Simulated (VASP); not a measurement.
Ga2SeS3, 6 atoms in the cell. The structure is hexagonal, space group P6/mmm (No. 191). Conventional cell: a = 7.530 Å, b = 7.530 Å, c = 3.890 Å, α = 90.00°, β = 90.00°, γ = 120.00°. Within 2.9 Å of Ga (site symmetry -6m2) lie 3 S at 2.17 Å. Within 4.9 Å of Se (site symmetry 6/mmm) lie 6 S at 3.76 Å and 2 Se at 3.89 Å and 6 Ga at 4.35 Å. Within 2.9 Å of S (site symmetry mmm) lie 2 Ga at 2.17 Å. The cell was built from a structure type or drawn by symmetry, and may not be a known phase.

| Quantity | Value |
| --- | --- |
| Program | VASP 6.6.1 |
| Task | single point |
| Functional | PBE |
| Potentials or basis | VASP PAW PBE potentials, release 64 (Ga_d, Se, S) |
| Cutoff | 500 eV |
| k mesh | 3 × 3 × 3 |
| Occupations | gaussian, width 0.15 eV |
| Spin | no spin polarisation |
| Dipole correction | no |
| Further INCAR settings | ALGO = Normal; EDIFF = 1e-06; NBANDS = 34 |

Potentials or basis: VASP PAW PBE potentials, release 64 (Ga_d, Se, S).

Command:

```bash
$ cat potpaw_PBE.64/Ga_d/POTCAR potpaw_PBE.64/Se/POTCAR potpaw_PBE.64/S/POTCAR > POTCAR
$ mpirun -np 1 vasp_std > vasp.out
```

Hardware: 1 thread of Intel(R) Xeon(R) Platinum 8559C (Emerald Rapids), with other jobs on the host.

Problem. How long does it take, and how much memory?

Solution. Run time: 43 s on 1 thread of Intel(R) Xeon(R) Platinum 8559C (Emerald Rapids), on a shared host, peak memory 0.29 GiB. Counts: scf iterations 16, k points 6.
